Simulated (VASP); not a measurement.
Crystal: Au.

```xyz
1
Lattice="-1.6349 1.6349 1.6349 1.6349 -1.6349 1.6349 1.6349 1.6349 -1.6349" Properties=species:S:1:pos:R:3 pbc="T T T"
Au    0.0000    0.0000    0.0000
```

Base run:

* Program: VASP 6.6.1
* Functional: r2SCAN
* Potentials or basis: VASP PAW PBE potentials, release 64 (Au)
* Cutoff: 520 eV
* k mesh: 11 × 11 × 11
* Occupations: fermi-dirac, width 0.05 eV
* Spin: no spin polarisation

Its results: pressure 1.9 GPa.

**Question.** After a change of settings the same cell gave: pressure 1.3 GPa. Which change was it?
A. functional from r2SCAN to PBE; further incar settings from ALGO = Normal; EDIFF = 1e-06; NBANDS = 12 to ALGO = Fast; EDIFF = 1e-06; NBANDS = 12
B. functional from r2SCAN to PBE; cutoff from 520 eV to 500 eV
C. functional from r2SCAN to PBE0; k mesh from 11 × 11 × 11 to 6 × 6 × 6
D. functional from r2SCAN to PBEsol

**Answer.** C.

Caveats: some runs use coarse meshes; the PAW data sets were made with another functional, which shifts forces and pressure a little.
